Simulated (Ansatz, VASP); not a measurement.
**AlGa3N4: VASP beside Ansatz**

Contents of INCAR:

```
PREC = Accurate
ENCUT = 520
EDIFF = 1E-6
ISMEAR = 0
SIGMA = 0.05
LREAL = F
LASPH = T
NELM = 60
ALGO = Normal
ISIF = 2
LWAVE = F
LCHARG = T
GGA = CA
LELF = T
LVHAR = T
NBANDS = 41
```

KPOINTS

```
regular mesh
0
Gamma
  6 6 6
```

Contents of POSCAR:

```
AlGa3N4
1.0
    4.4267521656      0.0000000000      0.0000000000
    0.0000000000      4.4267521656      0.0000000000
    0.0000000000      0.0000000000      4.4267521656
Al Ga N
1 3 4
Direct
    0.0000000000      0.0000000000      0.0000000000
    0.5000000000      0.5000000000      0.0000000000
    0.5000000000      0.0000000000      0.5000000000
    0.0000000000      0.5000000000      0.5000000000
    0.7548078379      0.7548078379      0.2451921621
    0.7548078379      0.2451921621      0.7548078379
    0.2451921621      0.7548078379      0.7548078379
    0.2451921621      0.2451921621      0.2451921621
```

Input for Ansatz:

```yaml
crystal:
  lattice:
    - [4.4267521656, 0.0, 0.0]
    - [0.0, 4.4267521656, 0.0]
    - [0.0, 0.0, 4.4267521656]
  atoms:
    - { symbol: Al, position: [0.0, 0.0, 0.0] }
    - { symbol: Ga, position: [0.5, 0.5, 0.0] }
    - { symbol: Ga, position: [0.5, 0.0, 0.5] }
    - { symbol: Ga, position: [0.0, 0.5, 0.5] }
    - { symbol: "N", position: [0.7548078379, 0.7548078379, 0.2451921621] }
    - { symbol: "N", position: [0.7548078379, 0.2451921621, 0.7548078379] }
    - { symbol: "N", position: [0.2451921621, 0.7548078379, 0.7548078379] }
    - { symbol: "N", position: [0.2451921621, 0.2451921621, 0.2451921621] }
basis:
  ecutwfc: 520.0
kpoints:
  mp_grid: { grid: [6, 6, 6] }
hamiltonian:
  xc: lda
  pseudopotentials: { kind: paw, azcp: { folder: soft_1 } }
scf:
  occupations: { method: gaussian, width: 0.05 }
output:
  forces: true
  stress: true
  eigenvalues: true
  write_density: true
  write_potential: true
  elf: true
  volumetric_format: npy
```

Alike in both runs: task single point; functional LDA; k mesh 6 × 6 × 6; occupations gaussian, width 0.05 eV; no spin polarisation.

```csv
,VASP,Ansatz
version,VASP 6.6.1,Ansatz 0.2.0
potentials or method,"VASP PAW LDA potentials, release 64 (Al, Ga_d, N), cutoff 520 eV","scalar-relativistic, plane waves, PAW"
valence electrons in the cell,62,62
```

|  | VASP | Ansatz | Ansatz less VASP |
| --- | --- | --- | --- |
| gap on the k mesh at the Fermi level (eV) | 2.57 | 2.56 | -0.009 |
| least direct gap on the mesh (eV) | 2.57 | 2.56 | -0.009 |
| pressure (GPa) | 1.1 | 0.0 | -1.08 |
| rms of the force components (eV/Å) | 0.013 | 0.001 | -0.0122 |

Ansatz warns that its potentials were made for another functional, while VASP's fit it. LDA's correlation is that of Perdew and Zunger in VASP and of Perdew and Wang (1992) in Ansatz. Atom by atom the forces differ by 0.012 eV/Å (rms over components).
